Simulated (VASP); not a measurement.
Input of a VASP 6.6.1 run:

The input INCAR:

```
ALGO = Normal ; EDIFF = 1E-7
ENCUT = 520 ; GGA = PS
ISIF = 2 ; ISMEAR = 0
LASPH = True ; LCHARG = True
LELF = True ; LREAL = False
LVHAR = True ; LWAVE = False
NBANDS = 30 ; NELM = 100
PREC = Accurate ; SIGMA = 0.01
```

File KPOINTS:

```
k-points
0
Gamma
  6 6 6
```

Contents of POSCAR:

```
CsSnI3
1.0
    6.3794342530      0.0000000000      0.0000000000
    0.0000000000      6.3794342530      0.0000000000
    0.0000000000      0.0000000000      6.3794342530
Cs Sn I
1 1 3
Direct
    0.0000000000      0.0000000000      0.0000000000
    0.5000000000      0.5000000000      0.5000000000
    0.0000000000      0.5000000000      0.5000000000
    0.5000000000      0.0000000000      0.5000000000
    0.5000000000      0.5000000000      0.0000000000
```

Potentials or basis: VASP PAW PBE potentials, release 64 (Cs_sv, Sn_d, I).

The run is started by

```console
$ cat potpaw_PBE.64/Cs_sv/POTCAR potpaw_PBE.64/Sn_d/POTCAR potpaw_PBE.64/I/POTCAR > POTCAR
$ mpirun -np 1 vasp_std > vasp.out
```

(1) Predict the pressure.

(2) Predict the band gap on the k mesh.

Results:

(1) -1.6 GPa.

(2) 0.60 eV, direct.

Caveat: the PAW data sets were made with another functional, which shifts forces and pressure a little; spin-orbit coupling is left out, which moves the levels of the heavy elements.
